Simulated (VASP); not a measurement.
# CdS (P1) in VASP: further runs

CdS is run at these levels: LDA; tasks: electric field gradients.

All numbers are computed with VASP 6.6.1; they aren't measurements. Logs are shortened: lines on timing, memory, paths and dates and some standing lists are left out, and cuts for length are marked.

## (1) The cell of the first run

The typed cell holds 4 atoms: a = 4.135 Å, b = 4.099 Å, c = 6.750 Å, α = 89.57°, β = 88.85°, γ = 119.13°.

## (2) Electric field gradients, LDA (equal xy, yz and zx shear strains of +2 %)

INCAR

```
SYSTEM = CdS
PREC = Accurate
ENCUT = 520
EDIFF = 1E-8
ISMEAR = -1
SIGMA = 0.02
LREAL = .False.
LASPH = .True.
NELM = 60
ALGO = Normal
ISIF = 2
LWAVE = .False.
LCHARG = .False.
LEFG = .True.
NBANDS = 26
```

KPOINTS

```
Automatic mesh
0
Gamma
  8 8 4
  0 0 0
```

POSCAR

```
CdS
1.0
    4.1347992034      0.0413479920      0.0413479920
   -2.0315911902      3.5601671537      0.0151344155
    0.0674900000      0.0674900000      6.7490000000
Cd S
2 2
Direct
    0.3333333333      0.6666666667      0.0000000000
    0.6666666667      0.3333333333      0.5000000000
    0.3333333333      0.6666666667      0.3850000000
    0.6666666667      0.3333333333      0.8850000000
```

Potentials or basis: VASP PAW LDA potentials, release 64 (Cd, S).

Started as:

```sh
> cat potpaw_LDA.64/Cd/POTCAR potpaw_LDA.64/S/POTCAR > POTCAR
> mpirun -np 1 vasp_std > vasp.out
```

OUTCAR:

```text
SYSTEM = CdS
   PREC = Accurate
   ENCUT = 520
   EDIFF = 1E-8
   ISMEAR = -1
   LREAL = .False.
   LASPH = .True.
   NELM = 60
   ISIF = 2

 ion  position               nearest neighbor table
   1  0.333  0.667  0.000-   4 2.49   4 2.50   4 2.55   3 2.60
   2  0.667  0.333  0.500-   3 2.50   3 2.51   3 2.53   4 2.60
   3  0.333  0.667  0.385-   2 2.50   2 2.51   2 2.53   1 2.60
   4  0.667  0.333  0.885-   1 2.49   1 2.50   1 2.55   2 2.60

  LATTYP: Found a triclinic cell.
 ALAT       =     4.1710413033
 B/A-ratio  =     0.9827452114
 C/A-ratio  =     1.6182229749
 COS(alpha) =     0.0074204947
 COS(beta)  =     0.0272158148
 COS(gamma) =     0.5000757388

  Lattice vectors:

 A1 = (   2.1032080132,   3.6015151457,   0.0564824075)
 A2 = (  -2.0315911902,   3.5601671537,   0.0151344155)
 A3 = (   0.0674900000,   0.0674900000,   6.7490000000)

Analysis of symmetry for initial positions (statically):
=====================================================================
 Subroutine PRICEL returns:
 Original cell was already a primitive cell.

 Routine SETGRP: Setting up the symmetry group for a
 triclinic supercell.

 Subroutine GETGRP returns: Found  1 space group operations
 (whereof  1 operations were pure point group operations)
 out of a pool of  2 trial point group operations.

The static configuration has the point symmetry C_1 .

Analysis of symmetry for dynamics (positions and initial velocities):
=====================================================================
 Subroutine PRICEL returns:
 Original cell was already a primitive cell.

 Routine SETGRP: Setting up the symmetry group for a
 triclinic supercell.

 Subroutine GETGRP returns: Found  1 space group operations
 (whereof  1 operations were pure point group operations)
 out of a pool of  2 trial point group operations.

The dynamic configuration has the point symmetry C_1 .

 Subroutine INISYM returns: Found  1 space group operations
 (whereof  1 operations are pure point group operations),
 and found     1 'primitive' translations

----------------------------------------------------------------------------------------

                                     Primitive cell

  volume of cell :      99.8963

  direct lattice vectors                    reciprocal lattice vectors
     4.134799203  0.041347992  0.041347992     0.240514845  0.137264626 -0.003777795
    -2.031591190  3.560167154  0.015134415    -0.002765538  0.279319304 -0.002765538
     0.067490000  0.067490000  6.749000000    -0.001467321 -0.001467321  0.148199446

  length of vectors
     4.135212663  4.099070868  6.749674866     0.276953498  0.279346685  0.148213973

  position of ions in fractional coordinates (direct lattice)
     0.333333333  0.666666667  0.000000000
     0.666666667  0.333333333  0.500000000
     0.333333333  0.666666667  0.385000000
     0.666666667  0.333333333  0.885000000

  ion indices of the primitive-cell ions
   primitive index   ion index
                 1           1
                 2           2
                 3           3
                 4           4

----------------------------------------------------------------------------------------

 KPOINTS: Automatic mesh

Automatic generation of k-mesh.
 Grid dimensions read from file:
 generate k-points for:    8    8    4

 Generating k-lattice:

  Cartesian coordinates                     Fractional coordinates (reciprocal lattice)
     0.030064356  0.017158078 -0.000472224     0.125000000  0.000000000 -0.000000000
    -0.000345692  0.034914913 -0.000345692    -0.000000000  0.125000000 -0.000000000
    -0.000366830 -0.000366830  0.037049861     0.000000000  0.000000000  0.250000000

  Length of vectors
     0.034619187  0.034918336  0.037053493

[... 37 lines left out ...]
   total plane-waves  NPLWV =  48000
   dimension x,y,z NGX =    32 NGY =   30 NGZ =   50
   dimension x,y,z NGXF=    64 NGYF=   60 NGZF=  100
   ions per type =               2   2
   NGX,Y,Z   is equivalent  to a cutoff of  12.86, 12.17, 12.32 a.u.
   NGXF,Y,Z  is equivalent  to a cutoff of  25.73, 24.33, 24.63 a.u.
 SYSTEM =  CdS
   PREC   = accura    normal or accurate (medium, high low for compatibility)
   ISTART =      0    job   : 0-new  1-cont  2-samecut
   ICHARG =      2    charge: 1-file 2-atom 10-const
   ISPIN  =      1    spin polarized calculation?
   LNONCOLLINEAR =      F non collinear calculations
   LSORBIT =      F    spin-orbit coupling
   LASPH  =      T    aspherical Exc in radial PAW
   ENCUT  =  520.0 eV  38.22 Ry    6.18 a.u.   7.69  7.62 12.55*2*pi/ulx,y,z
   NELM   =     60;   NELMIN=  2; NELMDL= -5     # of ELM steps
   EDIFF  = 0.1E-07   stopping-criterion for ELM
   LREAL  =      F    real-space projection
   EDIFFG = 0.1E-06   stopping-criterion for IOM
   NSW    =      0    number of steps for IOM
   IBRION =     -1    ionic relax: 0-MD 1-quasi-New 2-CG
   NFREE  =      0    steps in history (QN), initial steepest desc. (CG)
   ISIF   =      2    stress and relaxation
   ISYM   =      2    0-nonsym 1-usesym 2-fastsym
   POTIM  = 0.5000    time-step for ionic-motion
   TEBEG  =    0.0;   TEEND  =   0.0 temperature during run
   PSTRESS=    0.0 pullay stress
   NELECT =      36.0000    total number of electrons
   NUPDOWN=      -1.0000    fix difference up-down
   EMIN   =  10.00;   EMAX   =-10.00  energy-range for DOS
   EFERMI =   0.00;   METHOD = LEGACY
   ISMEAR =    -1;   SIGMA  =   0.02  broadening in eV -4-tet -1-fermi 0-gaus
   EFERMI_NEDOS =   21; number of points for ismear=-14 and -15
   IALGO  =     38    algorithm
   IMIX   =      4    mixing-type and parameters
     AMIX     =   0.40;   BMIX     =  1.00
     AMIX_MAG =   1.60;   BMIX_MAG =  1.00
  volume/ion in A,a.u.               =      24.97       168.53
  Fermi-wavevector in a.u.,A,eV,Ry     =   1.165000  2.201530 18.466160  1.357224
  Thomas-Fermi vector in A             =   2.301531
   LORBIT       =      0    0 simple, 1 ext, 2 COOP (PROOUT), +10 PAW based schemes
   GGA     = CA    functional components
   LHFCALC =     F    Hartree Fock is set to
   AEXX    =    0.0000 exact exchange contribution
   IVDW    =     0    specifies the selected vdW correction
   LEPSILON=     F    determine dielectric tensor
   LRPA    =     F    only Hartree local field effects (RPA)
 non-spin polarized calculation
  energy-cutoff  :      520.00
  volume of cell :       99.90
 maximum number of plane-waves:      2711
   NGX = 15   NGY = 15   NGZ = 25

 number of electron      35.9999993 magnetization

 Free energy of the ion-electron system (eV)
  ---------------------------------------------------
  ext. energy  EPLUGINS =         0.00000000
  ---------------------------------------------------
  free energy    TOTEN  =       -14.76366566 eV

  energy without entropy =      -14.76366566  energy(sigma->0) =      -14.76366566

 E-fermi :   1.4723     XC(G=0):  -9.5490

 val. band max:        1.0899719013   @ k =   0.0000   0.0000   0.0000
 cond. band min:       2.0292188249   @ k =   0.0000   0.0000   0.0000
 fundamental gap:      0.9392469236
 Fermi energy:         1.4722561120

 k-point     1 :       0.0000    0.0000    0.0000
  band No.  band energies     occupation
      1     -11.2575      2.00000
      2     -10.8295      2.00000
      3      -6.6986      2.00000
      4      -6.6875      2.00000
      5      -6.6317      2.00000
      6      -6.6208      2.00000
[... 685 lines left out ...]
     25       9.7239      0.00000
     26       9.9825      0.00000

 [... further k-points ...]

------------------------ aborting loop because EDIFF is reached ----------------------------------------

  FORCE on cell =-STRESS in cart. coord.  units (eV):
  Direction    XX          YY          ZZ          XY          YZ          ZX
  --------------------------------------------------------------------------------------
  -------------------------------------------------------------------------------------
  Total       -0.9784004     -0.9907013     -2.1928688     -0.5251641     -0.3044113     -0.3052362
  in kB      -15.6919803    -15.8892664    -35.1701124     -8.4227935     -4.8822705     -4.8955012
  external PRESSURE =     -22.2504530 kB  Pullay stress =       0.0000000 kB

 VOLUME and BASIS-vectors are now :
 -----------------------------------------------------------------------------
  energy-cutoff  :      520.00
  volume of cell :       99.90
      direct lattice vectors                 reciprocal lattice vectors
     4.134799203  0.041347992  0.041347992     0.240514845  0.137264626 -0.003777795
    -2.031591190  3.560167154  0.015134415    -0.002765538  0.279319304 -0.002765538
     0.067490000  0.067490000  6.749000000    -0.001467321 -0.001467321  0.148199446

 POSITION                                       TOTAL-FORCE (eV/Angst)
 -----------------------------------------------------------------------------------
      0.02387      2.38723      0.02387        -0.176903     -0.064269      0.254069
      2.11308      1.24803      3.40711         0.040297     -0.071438      0.248050
      0.04986      2.41321      2.62224        -0.062865      0.071556     -0.246247
      2.13906      1.27402      6.00548         0.199471      0.064150     -0.255871
 -----------------------------------------------------------------------------------
    total drift:                               -0.000124     -0.000085     -0.000425

  FREE ENERGIE OF THE ION-ELECTRON SYSTEM (eV)
  ---------------------------------------------------
  free  energy   TOTEN  =       -14.7636656618 eV

  energy  without entropy=      -14.7636656617  energy(sigma->0) =      -14.76366566

 Electric field gradients (V/A^2)
---------------------------------------------------------------------
 ion       V_xx      V_yy      V_zz      V_xy      V_xz      V_yz
---------------------------------------------------------------------
   1     -10.742   -25.319    36.061    13.767     7.200    -0.115
   2     -25.273   -10.470    35.743    -0.921    -7.249     0.057
   3       4.218     2.919    -7.137     3.431     4.370     2.970
   4       3.028     4.035    -7.063     2.280     1.561     2.957
---------------------------------------------------------------------

 Electric field gradients after diagonalization (V/A^2)
 (convention: |V_zz| > |V_xx| > |V_yy|)
----------------------------------------------------------------------
 ion       V_xx      V_yy      V_zz     asymmetry (V_yy - V_xx)/ V_zz
----------------------------------------------------------------------
   1     -33.819    -3.388    37.207       0.818
   2     -26.175   -10.418    36.593       0.431
   3       8.800     0.099    -8.899       0.978
   4       6.656     1.235    -7.891       0.687
----------------------------------------------------------------------

           NMR quadrupolar parameters

 Cq : quadrupolar parameter    Cq=e*Q*V_zz/h
 eta: asymmetry parameters     (V_yy - V_xx)/ V_zz
 Q  : nuclear electric quadrupole moment in mb (millibarn)
----------------------------------------------------------------------
 ion       Cq(MHz)       eta       Q (mb)
----------------------------------------------------------------------
   1       0.090       0.818       1.000
   2       0.088       0.431       1.000
   3      -0.022       0.978       1.000
   4      -0.019       0.687       1.000
----------------------------------------------------------------------
```

Wall time 4.6 min (1 thread of Intel Xeon Platinum 8488C (Sapphire Rapids), shared host); peak memory 0.38 GiB.

Results:

* Free energy: -14.7637 eV
* Pressure: -2.2 GPa
* Largest force: 0.331 eV/Å
* Band gap on the k mesh: 0.94 eV
* Largest electric field gradient by atom: Cd +37.2, +36.6; S -8.9, -7.9 V/Å²

Forces on the atoms (eV/Å):
```
Cd  -0.177 -0.064  0.254
Cd   0.040 -0.071  0.248
S   -0.063  0.072 -0.246
S    0.199  0.064 -0.256
```

Stress tensor (GPa, compression positive):
```
-1.57 -0.84 -0.49
-0.84 -1.59 -0.49
-0.49 -0.49 -3.52
```

Electric field gradients, principal values (V/Å²):
| atom | least | middle | greatest (by size) |
| --- | --- | --- | --- |
| 1 Cd | -3.388 | -33.819 | 37.207 |
| 2 Cd | -10.418 | -26.175 | 36.593 |
| 3 S | 0.099 | 8.800 | -8.899 |
| 4 S | 1.235 | 6.656 | -7.891 |

Caveat: the cell differs from its parent crystal (equal xy, yz and zx shear strains of +2 %); without QUAD_EFG the Cq values of the log hold for a quadrupole moment of 1 mb, not for the nuclei.

## (3) Electric field gradients, LDA (equal xy, yz and zx shear strains of +2 %)

INCAR

```
ALGO = Normal ; EDIFF = 1E-8
ENCUT = 520 ; ISIF = 2
ISMEAR = -1 ; LASPH = T
LCHARG = F ; LEFG = T
LREAL = F ; LWAVE = F
NBANDS = 26 ; NELM = 100
PREC = Accurate ; SIGMA = 0.02
```

KPOINTS

```
k-points
0
Gamma
  8 8 4
```

POSCAR is that of step 2.

Potentials or basis: VASP PAW LDA potentials, release 64 (Cd, S).

Started as:

```sh
> cat potpaw_LDA.64/Cd/POTCAR potpaw_LDA.64/S/POTCAR > POTCAR
> mpirun -np 1 vasp_std > vasp.out
```

OUTCAR:

```text
EDIFF = 1E-8
   ENCUT = 520
   ISIF = 2
   ISMEAR = -1
   LASPH = T
   LREAL = F
   NELM = 100
   PREC = Accurate

 ion  position               nearest neighbor table
   1  0.333  0.667  0.000-   4 2.49   4 2.50   4 2.55   3 2.60
   2  0.667  0.333  0.500-   3 2.50   3 2.51   3 2.53   4 2.60
   3  0.333  0.667  0.385-   2 2.50   2 2.51   2 2.53   1 2.60
   4  0.667  0.333  0.885-   1 2.49   1 2.50   1 2.55   2 2.60

  LATTYP: Found a triclinic cell.
 ALAT       =     4.1710413033
 B/A-ratio  =     0.9827452114
 C/A-ratio  =     1.6182229749
 COS(alpha) =     0.0074204947
 COS(beta)  =     0.0272158148
[... 926 lines left out ...]
 ion       V_xx      V_yy      V_zz      V_xy      V_xz      V_yz
---------------------------------------------------------------------
   1     -10.742   -25.319    36.061    13.767     7.200    -0.115
   2     -25.273   -10.470    35.743    -0.921    -7.249     0.057
   3       4.218     2.919    -7.137     3.431     4.370     2.970
   4       3.028     4.035    -7.063     2.280     1.561     2.957
---------------------------------------------------------------------

 Electric field gradients after diagonalization (V/A^2)
 (convention: |V_zz| > |V_xx| > |V_yy|)
----------------------------------------------------------------------
 ion       V_xx      V_yy      V_zz     asymmetry (V_yy - V_xx)/ V_zz
----------------------------------------------------------------------
   1     -33.819    -3.388    37.207       0.818
   2     -26.175   -10.418    36.593       0.431
   3       8.800     0.099    -8.899       0.978
   4       6.656     1.235    -7.891       0.687
----------------------------------------------------------------------

           NMR quadrupolar parameters

 Cq : quadrupolar parameter    Cq=e*Q*V_zz/h
 eta: asymmetry parameters     (V_yy - V_xx)/ V_zz
 Q  : nuclear electric quadrupole moment in mb (millibarn)
----------------------------------------------------------------------
 ion       Cq(MHz)       eta       Q (mb)
----------------------------------------------------------------------
   1       0.090       0.818       1.000
   2       0.088       0.431       1.000
   3      -0.022       0.978       1.000
   4      -0.019       0.687       1.000
----------------------------------------------------------------------
```

OSZICAR:

```text
N       E                     dE             d eps       ncg     rms          rms(c)
DAV:   1     0.249454964859E+03    0.24945E+03   -0.17535E+04  6864   0.127E+03
DAV:   2    -0.174604706322E+01   -0.25120E+03   -0.24212E+03  7384   0.322E+02
DAV:   3    -0.156536031097E+02   -0.13908E+02   -0.13823E+02  8484   0.762E+01
[... 13 lines left out ...]
DAV:  17    -0.147636673222E+02    0.33825E-05   -0.45530E-06  7812   0.113E-02    0.326E-02
DAV:  18    -0.147636658062E+02    0.15160E-05   -0.22178E-06  7008   0.641E-03    0.108E-02
DAV:  19    -0.147636657047E+02    0.10149E-06   -0.17203E-07  8094   0.307E-03    0.588E-03
DAV:  20    -0.147636656692E+02    0.35552E-07   -0.30700E-08  6960   0.109E-03    0.346E-03
DAV:  21    -0.147636656618E+02    0.74319E-08   -0.24785E-09  3548   0.257E-04
   1 F= -.14763666E+02 E0= -.14763666E+02  d E =-.217634E-10
```

Wall time 4.3 min (1 thread of Intel Xeon Platinum 8488C (Sapphire Rapids), shared host); peak memory 0.37 GiB.

What came out:

| Quantity | Value |
| --- | --- |
| Free energy | -14.7637 eV |
| Pressure | -2.2 GPa |
| Largest force | 0.331 eV/Å |
| Band gap on the k mesh | 0.94 eV |
| Largest electric field gradient by atom | Cd +37.2, +36.6; S -8.9, -7.9 V/Å² |

Forces in eV/Å, atoms in the order of the input:
```
Cd  -0.177 -0.064  0.254
Cd   0.040 -0.071  0.248
S   -0.063  0.072 -0.246
S    0.199  0.064 -0.256
```

Stress tensor (GPa, compression positive):
```
-1.57 -0.84 -0.49
-0.84 -1.59 -0.49
-0.49 -0.49 -3.52
```

Electric field gradients, principal values (V/Å²):
```tsv
atom	least	middle	greatest (by size)
1 Cd	-3.388	-33.819	37.207
2 Cd	-10.418	-26.175	36.593
3 S	0.099	8.800	-8.899
4 S	1.235	6.656	-7.891
```

Caveat: the cell differs from its parent crystal (equal xy, yz and zx shear strains of +2 %); without QUAD_EFG the Cq values of the log hold for a quadrupole moment of 1 mb, not for the nuclei.
